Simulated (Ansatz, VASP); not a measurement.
# LiH in VASP and in Ansatz

The input POSCAR:

```
LiH
1.0
    0.0000000000      2.0014845000      2.0014845000
    2.0014845000      0.0000000000      2.0014845000
    2.0014845000      2.0014845000      0.0000000000
Li H
1 1
Direct
    0.0000000000      0.0000000000      0.0000000000
    0.5000000000      0.5000000000      0.5000000000
```

The input INCAR.step1:

```
SYSTEM = LiH
PREC     = Accurate       ! precision mode
ENCUT    = 520            ! plane-wave cutoff, eV
EDIFF    = 1E-5           ! SCF threshold, eV
ISMEAR   = -1             ! smearing method
SIGMA    = 0.02           ! smearing width, eV
LREAL    = .False.        ! projectors in reciprocal space
LASPH    = .True.         ! aspherical terms in the spheres
NELM     = 80             ! most SCF steps
ALGO     = Normal         ! electronic algorithm
ISIF     = 2              ! what is computed and relaxed
LWAVE    = .True.         ! write WAVECAR
LCHARG   = .False.        ! write CHGCAR
NBANDS   = 9              ! bands
GGA      = PE             ! functional
```

Contents of INCAR.step2:

```
SYSTEM = LiH
PREC     = Accurate       ! precision mode
ENCUT    = 520            ! plane-wave cutoff, eV
EDIFF    = 1E-7           ! SCF threshold, eV
ISMEAR   = -1             ! smearing method
SIGMA    = 0.02           ! smearing width, eV
LREAL    = .False.        ! projectors in reciprocal space
LASPH    = .True.         ! aspherical terms in the spheres
NELM     = 80             ! most SCF steps
ALGO     = Normal         ! electronic algorithm
ISIF     = 2              ! what is computed and relaxed
LWAVE    = .False.        ! write WAVECAR
LCHARG   = .False.        ! write CHGCAR
GGA      = PE             ! functional
LHFCALC  = .True.         ! exact exchange
AEXX     = 0.25           ! exact-exchange fraction
PRECFOCK = Normal       
NBANDS   = 9              ! bands
ISTART   = 1
```

File KPOINTS:

```
regular mesh
0
Gamma
  8 8 8
  0 0 0
```

Input for Ansatz:

```yaml
crystal:
  lattice:
    - [0.0, 2.0014845, 2.0014845]
    - [2.0014845, 0.0, 2.0014845]
    - [2.0014845, 2.0014845, 0.0]
  atoms:
    - { symbol: Li, position: [0.0, 0.0, 0.0] }
    - { symbol: H, position: [0.5, 0.5, 0.5] }
  symmetry: { tolerance: 0.0003 }
hamiltonian:
  xc: pbe0
  pseudopotentials: { kind: paw, azcp: { folder: soft_1 } }
basis:
  ecutwfc: 420
magnetization:
  spin_polarized: false
scf:
  occupations: { method: fermi_dirac, width: 0.02 }
kpoints:
  mp_grid: { grid: [8, 8, 8], shift: [0, 0, 0] }
output:
  forces: true
  stress: true
  eigenvalues: true
  bader: true
  populations: true
  elf: true
  write_potential: true
  write_density: true
  volumetric_format: npy
  dos:
    e_range: [-12, 8]
    de: 0.05
    projected: { site_lists: { H: [H], Li: [Li] } }
```

Alike in both runs: task single point; functional PBE0; k mesh 8 × 8 × 8; occupations fermi-dirac, width 0.02 eV; no spin polarisation.

|  | VASP | Ansatz |
| --- | --- | --- |
| version | VASP 6.6.1 | Ansatz 0.2.0 |
| potentials or method | VASP PAW PBE potentials, release 64 (Li_sv, H), cutoff 520 eV | PAW plane waves |
| valence electrons in the cell | 4 | 4 |

```tsv
	VASP	Ansatz	Ansatz less VASP
gap on the k mesh at the Fermi level (eV)	4.67	4.66	-0.017
```

The functional is the same, so the differences come from potentials, cutoffs and numerics. Ansatz's warnings: stress exchange threshold loose, stress scf threshold loose.

Noted on VASP's run: the cutoff is short for stress, so the pressure is rough.
